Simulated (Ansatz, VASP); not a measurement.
## WS2: VASP beside Ansatz

INCAR

```
SYSTEM = WS2
PREC     = Accurate       ! precision mode
ENCUT    = 600            ! plane-wave cutoff, eV
EDIFF    = 1E-6           ! SCF threshold, eV
ISMEAR   = 0              ! smearing method
SIGMA    = 0.02           ! smearing width, eV
LREAL    = .FALSE.        ! projectors in reciprocal space
LASPH    = .TRUE.         ! aspherical terms in the spheres
NELM     = 100            ! most SCF steps
ALGO     = Normal         ! electronic algorithm
ISIF     = 3              ! what is computed and relaxed
LWAVE    = .FALSE.        ! write WAVECAR
LCHARG   = .FALSE.        ! write CHGCAR
GGA      = PS             ! functional
IBRION   = 2              ! ionic algorithm
NSW      = 100            ! ionic steps
EDIFFG   = -0.002         ! ionic threshold
```

File KPOINTS:

```
Automatic mesh
0
G
  12 12 2
  0 0 0
```

File POSCAR:

```
WS2
1.0
    3.1842228900      0.0000000000      0.0000000000
   -1.5921114500      2.7576179200      0.0000000000
    0.0000000000      0.0000000000     12.9782823600
W S
2 4
Direct
    0.3333333300      0.6666666700      0.2500000000
    0.6666666700      0.3333333300      0.7500000000
    0.3333333300      0.6666666700      0.6298049400
    0.6666666700      0.3333333300      0.1298049400
    0.3333333300      0.6666666700      0.8701950600
    0.6666666700      0.3333333300      0.3701950600
```

Input for Ansatz:

```yaml
crystal:
  lattice:
    - [3.18422289, 0.0, 0.0]
    - [-1.59211145, 2.75761792, 0.0]
    - [0.0, 0.0, 12.97828236]
  atoms:
    - { symbol: W, position: [0.33333333, 0.66666667, 0.25] }
    - { symbol: W, position: [0.66666667, 0.33333333, 0.75] }
    - { symbol: S, position: [0.33333333, 0.66666667, 0.62980494] }
    - { symbol: S, position: [0.66666667, 0.33333333, 0.12980494] }
    - { symbol: S, position: [0.33333333, 0.66666667, 0.87019506] }
    - { symbol: S, position: [0.66666667, 0.33333333, 0.37019506] }
basis:
  ecutwfc: 420
kpoints:
  mp_grid: { grid: [12, 12, 2] }
hamiltonian:
  xc: pbesol
  pseudopotentials: { kind: paw, azcp: { folder: soft_1 } }
scf:
  occupations: { method: gaussian, width: 0.02 }
output:
  forces: true
  stress: true
  eigenvalues: true
relax:
  adjacent_minimum: "off"
  f_tol: 0.002
  max_steps: 80
  cell: { stress_tol: 0.02 }
```

Alike in both runs: task relaxation of cell and atoms; functional PBEsol; k mesh 12 × 12 × 2; occupations gaussian, width 0.02 eV; no spin polarisation.

```csv
,VASP,Ansatz
version,VASP 6.6.1,Ansatz 0.2.0
potentials or method,"VASP PAW PBE potentials, release 64 (W_sv, S), cutoff 600 eV","scalar-relativistic, plane waves, PAW"
valence electrons in the cell,52,52
```

Ansatz gave:

```
gap on the k mesh at the Fermi level, each at its own relaxed structure (eV) : 1.11
relaxed volume (Å³/atom)                                                     : 18.16
relaxed cell length with the largest relative difference (Å)                 : 12.708
```

**Question.** What did VASP give for the same quantities?

**Answer.** gap on the k mesh at the Fermi level, each at its own relaxed structure (eV): 1.12; relaxed volume (Å³/atom): 18.15; relaxed cell length with the largest relative difference (Å): 12.699.

VASP's potentials were made for PBE, not for PBEsol, and Ansatz warns of the same on its side.

Spin-orbit coupling is off throughout.
